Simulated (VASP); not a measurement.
Set up this calculation in VASP 6.6.1, as the native input.

```
Task                   : relaxation of cell and atoms
Functional             : PBE
Potentials or basis    : VASP PAW PBE potentials, release 64 (Se)
Cutoff                 : 600 eV
k mesh                 : 13 × 13 × 13
Occupations            : fermi-dirac, width 0.08 eV
Spin                   : no spin polarisation
Dipole correction      : no
Further INCAR settings : ALGO = Normal; EDIFF = 1e-06; IBRION = 2; EDIFFG = -0.005; NSW = 60; ISIF = 3
```

The structure of Se lies in POSCAR:

```
Se
1.0
    1.9616984362     -1.1325871202      3.4656672373
    0.0000000000      2.2651742404      3.4656672373
   -1.9616984362     -1.1325871202      3.4656672373
Se
2
Direct
    0.2320000000      0.2320000000      0.2320000000
   -0.2320000000     -0.2320000000     -0.2320000000
```

The input as run:

INCAR

```
ALGO = Normal
EDIFF = 1E-6
EDIFFG = -0.005
ENCUT = 600
GGA = PE
IBRION = 2
ISIF = 3
ISMEAR = -1
LASPH = T
LCHARG = F
LREAL = F
LWAVE = F
NELM = 60
NSW = 60
PREC = Accurate
SIGMA = 0.08
```

KPOINTS

```
k-points
0
Gamma
  13 13 13
```

Potentials or basis: VASP PAW PBE potentials, release 64 (Se).

Launch:

```sh
$ cat potpaw_PBE.64/Se/POTCAR > POTCAR
$ mpirun -np 1 vasp_std > vasp.out
```

It gave:

| Quantity | Value |
| --- | --- |
| Relaxed volume | 22.69 Å³/atom |
| Relaxed cell | a = 4.003 Å, b = 4.003 Å, c = 4.003 Å, α = 60.03°, β = 60.03°, γ = 60.03° |
| Space group after relaxing (to 0.1 Å) | Pm-3m (No. 221) |
| Energy gained by relaxing | 191.9 meV/atom |
| Ionic steps | 14 |
| Pressure after relaxing | 0.0 GPa |
| Band gap on the k mesh | zero (bands 6 and 7 overlap by 4.65 eV) |

It took 6.4 min on 1 thread of Intel(R) Xeon(R) 6975P-C (Granite Rapids), with other jobs on the host, peak memory 0.28 GiB.
